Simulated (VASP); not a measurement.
# HC4 in VASP: further runs

HC4 is run at these levels: PBE+D3(BJ); tasks: single point.

Program: VASP 6.6.1. These are calculated values, not measurements. Logs are shortened: lines on timing, memory, paths and dates and some standing lists are left out, and cuts for length are marked.

### 1 The cell of the first run

The cell holds a slab with vacuum, 10 atoms: a = 4.931 Å, b = 4.931 Å, c = 18.000 Å, α = 90.00°, β = 90.00°, γ = 120.00°.

### 2 Single point, PBE+D3(BJ)

File INCAR:

```
SYSTEM = HC4
ALGO     = Normal         ! electronic algorithm
DIPOL    = 0.5 0.5 0.234
EDIFF    = 1E-6           ! SCF threshold, eV
ENCUT    = 520            ! plane-wave cutoff, eV
GGA      = PE             ! functional
GGA_COMPAT= .FALSE.      
IDIPOL   = 3            
ISIF     = 2              ! what is computed and relaxed
ISMEAR   = 0              ! smearing method
IVDW     = 12             ! dispersion correction
LASPH    = .TRUE.         ! aspherical terms in the spheres
LCHARG   = .FALSE.        ! write CHGCAR
LDIPOL   = .TRUE.       
LREAL    = .FALSE.        ! projectors in reciprocal space
LWAVE    = .FALSE.        ! write WAVECAR
NBANDS   = 28             ! bands
NELM     = 120            ! most SCF steps
NELMDL   = -8           
PREC     = Accurate       ! precision mode
SIGMA    = 0.1            ! smearing width, eV
```

File KPOINTS:

```
k-points
0
G
  6 6 1
  0 0 0
```

File POSCAR:

```
HC4
1.0
    4.9314379192      0.0000000000      0.0000000000
   -2.4657189596      4.2707505152      0.0000000000
    0.0000000000      0.0000000000     18.0000000000
C H
8 2
Direct
    0.1666666667      0.3333333333      0.2222222222
    0.1666666667      0.8333333333      0.2222222222
    0.6666666667      0.3333333333      0.2222222222
    0.6666666667      0.8333333333      0.2222222222
    0.3333333333      0.1666666667      0.2222222222
    0.3333333333      0.6666666667      0.2222222222
    0.8333333333      0.1666666667      0.2222222222
    0.8333333333      0.6666666667      0.2222222222
    0.1227633763      0.3772366237      0.2827777778
    0.2105699570      0.2894300430      0.2827777778
```

Potentials or basis: VASP PAW PBE potentials, release 64 (C, H).

Started as:

```sh
cat potpaw_PBE.64/C/POTCAR potpaw_PBE.64/H/POTCAR > POTCAR
mpirun -np 1 vasp_std > vasp.out
```

OUTCAR:

```text
SYSTEM = HC4
   EDIFF = 1E-6
   ENCUT = 520
   GGA = PE
   ISIF = 2
   ISMEAR = 0
   IVDW = 12
   LASPH = .TRUE.
   LREAL = .FALSE.
   NELM = 120
   NELMDL = -8
   PREC = Accurate
 IVDW          = 12

 ion  position               nearest neighbor table
   1  0.167  0.333  0.222-  10 1.15   9 1.15   5 1.42   6 1.42   7 1.42
   2  0.167  0.833  0.222-   6 1.42   5 1.42   8 1.42
   3  0.667  0.333  0.222-   7 1.42   8 1.42   5 1.42
   4  0.667  0.833  0.222-   8 1.42   7 1.42   6 1.42
   5  0.333  0.167  0.222-   1 1.42   2 1.42   3 1.42
   6  0.333  0.667  0.222-   2 1.42   1 1.42   4 1.42
   7  0.833  0.167  0.222-   3 1.42   4 1.42   1 1.42
   8  0.833  0.667  0.222-   4 1.42   3 1.42   2 1.42
   9  0.123  0.377  0.283-  10 0.75   1 1.15
  10  0.211  0.289  0.283-   9 0.75   1 1.15

  LATTYP: Found a hexagonal cell.
 ALAT       =     4.9314379192
 C/A-ratio  =     3.6500510186

  Lattice vectors:

 A1 = (   4.9314379192,   0.0000000000,   0.0000000000)
 A2 = (  -2.4657189596,   4.2707505152,   0.0000000000)
 A3 = (   0.0000000000,   0.0000000000,  18.0000000000)

Analysis of symmetry for initial positions (statically):
=====================================================================
 Subroutine PRICEL returns:
 Original cell was already a primitive cell.

 Routine SETGRP: Setting up the symmetry group for a
 hexagonal supercell.

 Subroutine GETGRP returns: Found  2 space group operations
 (whereof  1 operations were pure point group operations)
 out of a pool of 24 trial point group operations.

The static configuration has the point symmetry C_1 .
 The point group associated with its full space group is C_1h.

Analysis of symmetry for dynamics (positions and initial velocities):
=====================================================================
 Subroutine PRICEL returns:
 Original cell was already a primitive cell.

 Routine SETGRP: Setting up the symmetry group for a
 hexagonal supercell.

 Subroutine GETGRP returns: Found  2 space group operations
 (whereof  1 operations were pure point group operations)
 out of a pool of 24 trial point group operations.

The dynamic configuration has the point symmetry C_1 .
 The point group associated with its full space group is C_1h.

 Subroutine INISYM returns: Found  2 space group operations
 (whereof  1 operations are pure point group operations),
 and found     1 'primitive' translations

----------------------------------------------------------------------------------------

                                     Primitive cell

  volume of cell :     379.0969

  direct lattice vectors                    reciprocal lattice vectors
     4.931437919  0.000000000  0.000000000     0.202780612  0.117075441  0.000000000
    -2.465718960  4.270750515  0.000000000     0.000000000  0.234150882  0.000000000
     0.000000000  0.000000000 18.000000000     0.000000000  0.000000000  0.055555556

  length of vectors
     4.931437919  4.931437919 18.000000000     0.234150882  0.234150882  0.055555556

  position of ions in fractional coordinates (direct lattice)
     0.166666667  0.333333333  0.222222222
     0.166666667  0.833333333  0.222222222
     0.666666667  0.333333333  0.222222222
     0.666666667  0.833333333  0.222222222
     0.333333333  0.166666667  0.222222222
     0.333333333  0.666666667  0.222222222
     0.833333333  0.166666667  0.222222222
     0.833333333  0.666666667  0.222222222
     0.122763376  0.377236624  0.282777778
     0.210569957  0.289430043  0.282777778

  ion indices of the primitive-cell ions
   primitive index   ion index
                 1           1
                 2           2
                 3           3
                 4           4
                 5           5
                 6           6
                 7           7
                 8           8
                 9           9
                10          10

----------------------------------------------------------------------------------------

 KPOINTS: k-points

Automatic generation of k-mesh.
 Grid dimensions read from file:
 generate k-points for:    6    6    1

 Generating k-lattice:

  Cartesian coordinates                     Fractional coordinates (reciprocal lattice)
     0.033796769  0.019512574  0.000000000     0.166666667 -0.000000000  0.000000000
     0.000000000  0.039025147  0.000000000     0.000000000  0.166666667  0.000000000
     0.000000000  0.000000000  0.055555556     0.000000000  0.000000000  1.000000000

  Length of vectors
     0.039025147  0.039025147  0.055555556

  Shift w.r.t. Gamma in fractional coordinates (k-lattice)
     0.000000000  0.000000000  0.000000000

 Subroutine IBZKPT returns following result:
 ===========================================

 Found     13 irreducible k-points:

 Following reciprocal coordinates:
            Coordinates               Weight
  0.000000  0.000000  0.000000      1.000000
  0.166667  0.000000  0.000000      4.000000
 -0.166667  0.166667  0.000000      2.000000
  0.333333  0.000000  0.000000      4.000000
 -0.333333  0.333333  0.000000      2.000000
  0.500000 -0.000000  0.000000      2.000000
  0.500000  0.500000  0.000000      1.000000
  0.166667  0.166667  0.000000      2.000000
 -0.166667  0.333333  0.000000      4.000000
  0.333333  0.166667  0.000000      4.000000
 -0.166667  0.500000  0.000000      4.000000
  0.500000  0.333333  0.000000      4.000000
  0.333333  0.333333  0.000000      2.000000
   k-points           NKPTS =     13   k-points in BZ     NKDIM =     13   number of bands    NBANDS=     28
   number of dos      NEDOS =    301   number of ions     NIONS =     10
   total plane-waves  NPLWV = 224000
   dimension x,y,z NGX =    40 NGY =   40 NGZ =  140
   dimension x,y,z NGXF=    80 NGYF=   80 NGZF=  280
   ions per type =               8   2
   NGX,Y,Z   is equivalent  to a cutoff of  13.48, 13.48, 12.93 a.u.
   NGXF,Y,Z  is equivalent  to a cutoff of  26.97, 26.97, 25.86 a.u.
 SYSTEM =  HC4
   PREC   = accura    normal or accurate (medium, high low for compatibility)
   ISTART =      0    job   : 0-new  1-cont  2-samecut
   ICHARG =      2    charge: 1-file 2-atom 10-const
   ISPIN  =      1    spin polarized calculation?
   LNONCOLLINEAR =      F non collinear calculations
   LSORBIT =      F    spin-orbit coupling
   LASPH  =      T    aspherical Exc in radial PAW
   ENCUT  =  520.0 eV  38.22 Ry    6.18 a.u.   9.17  9.17 33.47*2*pi/ulx,y,z
   NELM   =    120;   NELMIN=  2; NELMDL= -8     # of ELM steps
   EDIFF  = 0.1E-05   stopping-criterion for ELM
   LREAL  =      F    real-space projection
   EDIFFG = 0.1E-04   stopping-criterion for IOM
   NSW    =      0    number of steps for IOM
   IBRION =     -1    ionic relax: 0-MD 1-quasi-New 2-CG
   NFREE  =      0    steps in history (QN), initial steepest desc. (CG)
   ISIF   =      2    stress and relaxation
   ISYM   =      2    0-nonsym 1-usesym 2-fastsym
   POTIM  = 0.5000    time-step for ionic-motion
   TEBEG  =    0.0;   TEEND  =   0.0 temperature during run
   PSTRESS=    0.0 pullay stress
   NELECT =      34.0000    total number of electrons
   NUPDOWN=      -1.0000    fix difference up-down
   EMIN   =  10.00;   EMAX   =-10.00  energy-range for DOS
   EFERMI =   0.00;   METHOD = LEGACY
   ISMEAR =     0;   SIGMA  =   0.10  broadening in eV -4-tet -1-fermi 0-gaus
   EFERMI_NEDOS =   21; number of points for ismear=-14 and -15
   IALGO  =     38    algorithm
   IMIX   =      4    mixing-type and parameters
     AMIX     =   0.40;   BMIX     =  1.00
     AMIX_MAG =   1.60;   BMIX_MAG =  1.00
  volume/ion in A,a.u.               =      37.91       255.83
  Fermi-wavevector in a.u.,A,eV,Ry     =   0.732798  1.384788  7.306236  0.536993
  Thomas-Fermi vector in A             =   1.825350
   LORBIT       =      0    0 simple, 1 ext, 2 COOP (PROOUT), +10 PAW based schemes
   GGA     = PE    functional components
   LHFCALC =     F    Hartree Fock is set to
   AEXX    =    0.0000 exact exchange contribution
   IVDW    =    12    specifies the selected vdW correction
   LEPSILON=     F    determine dielectric tensor
   LRPA    =     F    only Hartree local field effects (RPA)
 non-spin polarized calculation
 Gauss-broadening in eV      SIGMA  =   0.10
  energy-cutoff  :      520.00
  volume of cell :      379.10
 maximum number of plane-waves:     10258
 NGX is ok and might be reduce to    40
   NGX = 19   NGY = 19   NGZ = 67

 dipolmoment           0.000000      0.000000      0.000009 electrons x Angstroem

 number of electron      33.9999998 magnetization

 dipolmoment           0.000000      0.000000     -0.141206 electrons x Angstroem

 Free energy of the ion-electron system (eV)
  ---------------------------------------------------
  ext. energy  EPLUGINS =         0.00000000
  ---------------------------------------------------
  free energy    TOTEN  =       -74.14631695 eV

  energy without entropy =      -74.14629232  energy(sigma->0) =      -74.14630464

 E-fermi :  -1.7365     XC(G=0):  -2.6273

 val. band max:       -1.9744959227   @ k =   0.5000  -0.0000   0.0000
 cond. band min:      -1.5154571224   @ k =   0.0000   0.0000   0.0000
 fundamental gap:      0.4590388003
 Fermi energy:        -1.7364663171

 k-point     1 :       0.0000    0.0000    0.0000
  band No.  band energies     occupation
      1     -23.4847      2.00000
      2     -19.1758      2.00000
      3     -16.9423      2.00000
      4     -16.7053      2.00000
      5     -15.9104      2.00000
      6     -15.8126      2.00000
[... 20 lines left out ...]
     27       4.6399      0.00000
     28       4.8562      0.00000
[... 342 lines left out ...]
 k-point    13 :       0.3333    0.3333    0.0000
  band No.  band energies     occupation
      1     -22.9809      2.00000
      2     -19.9136      2.00000
      3     -19.8041      2.00000
      4     -16.1785      2.00000
      5     -15.2436      2.00000
      6     -13.3848      2.00000
[... 20 lines left out ...]
     27       4.4138      0.00000
     28       4.5616      0.00000

------------------------ aborting loop because EDIFF is reached ----------------------------------------

 vacuum level on the upper side and lower side of the slab       (xc-potential included)        -0.595         0.580

 Edisp (eV)   -0.80826

 E8    (eV) :    -0.2438

  FORCE on cell =-STRESS in cart. coord.  units (eV):
  Direction    XX          YY          ZZ          XY          YZ          ZX
  --------------------------------------------------------------------------------------
  -------------------------------------------------------------------------------------
  Total       9.11108     8.34307    10.02873    -0.66511    -0.24443     0.42336
  in kB      38.50614    35.26032    42.38443    -2.81096    -1.03302     1.78924
  external pressure =       38.72 kB  Pullay stress =        0.00 kB

 VOLUME and BASIS-vectors are now :
 -----------------------------------------------------------------------------
  energy-cutoff  :      520.00
  volume of cell :      379.10
      direct lattice vectors                 reciprocal lattice vectors
     4.931437919  0.000000000  0.000000000     0.202780612  0.117075441  0.000000000
    -2.465718960  4.270750515  0.000000000     0.000000000  0.234150882  0.000000000
     0.000000000  0.000000000 18.000000000     0.000000000  0.000000000  0.055555556

 POSITION                                       TOTAL-FORCE (eV/Angst)
 -----------------------------------------------------------------------------------
      0.00000      1.42358      4.00000        -0.632456      0.365149     -1.291987
     -1.23286      3.55896      4.00000         0.226446     -0.103888     -0.269593
      2.46572      1.42358      4.00000         0.203193     -0.144164     -0.269593
      1.23286      3.55896      4.00000        -0.273458      0.157881     -0.222100
      1.23286      0.71179      4.00000         3.650237     -2.107465     -2.273651
     -0.00000      2.84717      4.00000         0.077540      4.314279     -2.715516
      3.69858      0.71179      4.00000        -3.697505     -2.224291     -2.715516
      2.46572      2.84717      4.00000         0.058552     -0.033805      0.476254
     -0.32476      1.61108      5.09000        -2.798742      1.615854      4.665047
      0.32476      1.23608      5.09000         3.186194     -1.839550      4.616656
 -----------------------------------------------------------------------------------
    total drift:                               -0.000215      0.000124      0.000446

  FREE ENERGIE OF THE ION-ELECTRON SYSTEM (eV)
  ---------------------------------------------------
  free  energy   TOTEN  =       -74.9545793466 eV

  energy  without entropy=      -74.9545547162  energy(sigma->0) =      -74.95456703

 vacuum level on the upper side and lower side of the slab         1.155         2.366
```

It took 2.9 min on 1 thread of Intel Xeon 6975P-C (Granite Rapids), shared host; peak memory 0.55 GiB.

What came out:

```yaml
Free_energy: -74.9546 eV
Largest_force: 5.903 eV/Å
Band_gap_on_the_k_mesh: 0.46 eV (least direct gap 0.72 eV)
Dispersion_energy_per_atom: -0.081 eV
```

Forces on the atoms (eV/Å):
```
C   -0.632  0.365 -1.292
C    0.226 -0.104 -0.270
C    0.203 -0.144 -0.270
C   -0.273  0.158 -0.222
C    3.650 -2.107 -2.274
C    0.078  4.314 -2.716
C   -3.698 -2.224 -2.716
C    0.059 -0.034  0.476
H   -2.799  1.616  4.665
H    3.186 -1.840  4.617
```

Levels at points of the mesh, in eV from the valence-band top:
```csv
k point,band 13,band 14,band 15,band 16,band 17,band 18,band 19,band 20,band 21,band 22
"(0.00, 0.00, 0.00)",-3.66,-3.53,-2.94,-2.77,-0.26,0.46,1.01,1.35,3.23,3.77
"(0.50, 0.00, 0.00)",-6.09,-5.19,-4.36,-3.40,0.00,1.98,2.31,4.09,4.82,5.49
"(0.50, 0.50, 0.00)",-5.93,-5.22,-4.40,-3.21,-0.02,2.21,2.31,3.85,4.77,5.35
```

### 3 Single point, PBE+D3(BJ)

File INCAR:

```
SYSTEM = HC4
ALGO = Normal
DIPOL = 0.5 0.5 0.241
EDIFF = 1E-6
ENCUT = 520
GGA = PE
GGA_COMPAT = .False.
IDIPOL = 3
ISIF = 2
ISMEAR = 0
IVDW = 12
LASPH = .True.
LCHARG = .False.
LDIPOL = .True.
LREAL = .False.
LWAVE = .False.
NBANDS = 28
NELM = 120
NELMDL = -8
PREC = Accurate
SIGMA = 0.1
```

File KPOINTS:

```
k-points
0
Gamma
  6 6 1
  0 0 0
```

Changes to POSCAR since step 2:

```diff
@@ -16,3 +16,3 @@
     0.8333333333      0.6666666667      0.2222222222
-    0.1227633763      0.3772366237      0.2827777778
-    0.2105699570      0.2894300430      0.2827777778
+    0.1227633763      0.3772366237      0.3183333333
+    0.2105699570      0.2894300430      0.3183333333
```

Potentials or basis: VASP PAW PBE potentials, release 64 (C, H).

Started as:

```sh
cat potpaw_PBE.64/C/POTCAR potpaw_PBE.64/H/POTCAR > POTCAR
mpirun -np 1 vasp_std > vasp.out
```

OUTCAR:

```text
SYSTEM = HC4
   EDIFF = 1E-6
   ENCUT = 520
   GGA = PE
   ISIF = 2
   ISMEAR = 0
   IVDW = 12
   LASPH = .True.
   LREAL = .False.
   NELM = 120
   NELMDL = -8
   PREC = Accurate
 IVDW          = 12

 ion  position               nearest neighbor table
   1  0.167  0.333  0.222-   5 1.42   6 1.42   7 1.42
   2  0.167  0.833  0.222-   6 1.42   5 1.42   8 1.42
   3  0.667  0.333  0.222-   7 1.42   8 1.42   5 1.42
   4  0.667  0.833  0.222-   8 1.42   7 1.42   6 1.42
   5  0.333  0.167  0.222-   1 1.42   2 1.42   3 1.42
   6  0.333  0.667  0.222-   2 1.42   1 1.42   4 1.42
   7  0.833  0.167  0.222-   3 1.42   4 1.42   1 1.42
   8  0.833  0.667  0.222-   4 1.42   3 1.42   2 1.42
[... 624 lines left out ...]
 VOLUME and BASIS-vectors are now :
 -----------------------------------------------------------------------------
  energy-cutoff  :      520.00
  volume of cell :      379.10
      direct lattice vectors                 reciprocal lattice vectors
     4.931437919  0.000000000  0.000000000     0.202780612  0.117075441  0.000000000
    -2.465718960  4.270750515  0.000000000     0.000000000  0.234150882  0.000000000
     0.000000000  0.000000000 18.000000000     0.000000000  0.000000000  0.055555556

 POSITION                                       TOTAL-FORCE (eV/Angst)
 -----------------------------------------------------------------------------------
      0.00000      1.42358      4.00000        -0.066440      0.038359     -2.219800
     -1.23286      3.55896      4.00000         0.084035      0.036012      0.020971
      2.46572      1.42358      4.00000         0.010830     -0.090782      0.020971
      1.23286      3.55896      4.00000        -0.104665      0.060428      0.023797
      1.23286      0.71179      4.00000         0.313914     -0.181238     -0.846927
     -0.00000      2.84717      4.00000         0.042293      0.351269     -0.876535
      3.69858      0.71179      4.00000        -0.283061     -0.212261     -0.876535
      2.46572      2.84717      4.00000        -0.004801      0.002772      0.222089
     -0.32476      1.61108      5.73000         0.199423     -0.115137      2.283885
      0.32476      1.23608      5.73000        -0.191528      0.110579      2.248082
 -----------------------------------------------------------------------------------
    total drift:                               -0.000199      0.000115      0.000488

  FREE ENERGIE OF THE ION-ELECTRON SYSTEM (eV)
  ---------------------------------------------------
  free  energy   TOTEN  =       -79.7173299405 eV

  energy  without entropy=      -79.7163768880  energy(sigma->0) =      -79.71685341

 vacuum level on the upper side and lower side of the slab         1.919         1.674
```

OSZICAR:

```text
N       E                     dE             d eps       ncg     rms          rms(c)
DAV:   1     0.288937019535E+03    0.28894E+03   -0.12511E+04   736   0.908E+02
DAV:   2    -0.396882746426E+02   -0.32863E+03   -0.31092E+03  1168   0.219E+02
DAV:   3    -0.830742558449E+02   -0.43386E+02   -0.43143E+02   884   0.893E+01
DAV:   4    -0.842744145174E+02   -0.12002E+01   -0.11953E+01   944   0.188E+01
[... 15 lines left out ...]
DAV:  20    -0.788825824692E+02   -0.14471E-03   -0.16352E-05   736   0.100E-02    0.166E-03
DAV:  21    -0.788826161212E+02   -0.33652E-04   -0.11212E-06   656   0.384E-03    0.854E-04
DAV:  22    -0.788826356546E+02   -0.19533E-04   -0.55736E-07   556   0.221E-03    0.369E-04
DAV:  23    -0.788826418227E+02   -0.61681E-05   -0.17561E-07   580   0.118E-03    0.233E-04
DAV:  24    -0.788826427465E+02   -0.92374E-06   -0.31223E-08   576   0.571E-04
   1 F= -.79717330E+02 E0= -.79716853E+02  d E =-.953052E-03
```

It took 2.4 min on 1 thread of Intel Xeon 6975P-C (Granite Rapids), shared host; peak memory 0.55 GiB.

Results:

```
Free energy                : -79.7173 eV
Largest force              : 2.295 eV/Å
Band gap on the k mesh     : 0.27 eV
Dispersion energy per atom : -0.083 eV
```

Forces in eV/Å, atoms in the order of the input:
```
C   -0.066  0.038 -2.220
C    0.084  0.036  0.021
C    0.011 -0.091  0.021
C   -0.105  0.060  0.024
C    0.314 -0.181 -0.847
C    0.042  0.351 -0.877
C   -0.283 -0.212 -0.877
C   -0.005  0.003  0.222
H    0.199 -0.115  2.284
H   -0.192  0.111  2.248
```

(Continued in part 2 of 2.)
